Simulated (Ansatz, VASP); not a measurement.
**ZnS in VASP and in Ansatz**

```xyz
2
Lattice="0.0000 2.5392 2.5392 2.5392 0.0000 2.5392 2.5392 2.5392 0.0000" Properties=species:S:1:pos:R:3 pbc="T T T"
S     0.0000    0.0000    0.0000
Zn    2.5392    2.5392    2.5392
```

Alike in both runs: task single point; functional r2SCAN; k mesh 12 × 12 × 12; occupations gaussian, width 0.05 eV; no spin polarisation.

|  | VASP | Ansatz |
| --- | --- | --- |
| version | VASP 6.6.1 | Ansatz 0.2.0 |
| potentials or method | VASP PAW PBE potentials, release 64 (S, Zn), cutoff 520 eV | scalar-relativistic, plane waves, PAW |
| valence electrons in the cell | 18 | 18 |

Ansatz gave:

```
gap on the k mesh at the Fermi level (eV) : 0.16
least direct gap on the mesh (eV)         : 2.74
pressure (GPa)                            : -0.9
```

Which values does VASP return?

gap on the k mesh at the Fermi level (eV): 0.15; least direct gap on the mesh (eV): 2.73; pressure (GPa): -0.6.

VASP's potentials were made for PBE, not for r2SCAN.
